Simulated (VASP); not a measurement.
A run of VASP 6.6.1 is set up as follows.

INCAR

```
SYSTEM = GaN
ALGO = Normal ; EDIFF = 1E-7
ENCUT = 520 ; GGA = PE
ISIF = 2 ; ISMEAR = 0
LASPH = .True. ; LCHARG = .False.
LREAL = .False. ; LWAVE = .False.
NBANDS = 16 ; NELM = 80
PREC = Accurate ; SIGMA = 0.03
```

The input KPOINTS:

```
k-points
0
Gamma
  10 10 10
  0 0 0
```

The input POSCAR:

```
GaN
1.0
    0.0000000000      2.2535006075      2.2535006075
    2.2535006075      0.0000000000      2.2535006075
    2.2535006075      2.2535006075      0.0000000000
Ga N
1 1
Direct
    0.0000000000      0.0000000000      0.0000000000
    0.2500000000      0.2500000000      0.2500000000
```

Potentials or basis: VASP PAW PBE potentials, release 64 (Ga_d, N).

The run is started by

```sh
$ cat potpaw_PBE.64/Ga_d/POTCAR potpaw_PBE.64/N/POTCAR > POTCAR
$ mpirun -np 1 vasp_std > vasp.out
```

Task: Predict the pressure.

Result: 5.1 GPa.

Task: Predict the band gap on the k mesh.

Result: 1.72 eV, direct.

As with any semilocal functional, this PBE gap is likely too small.
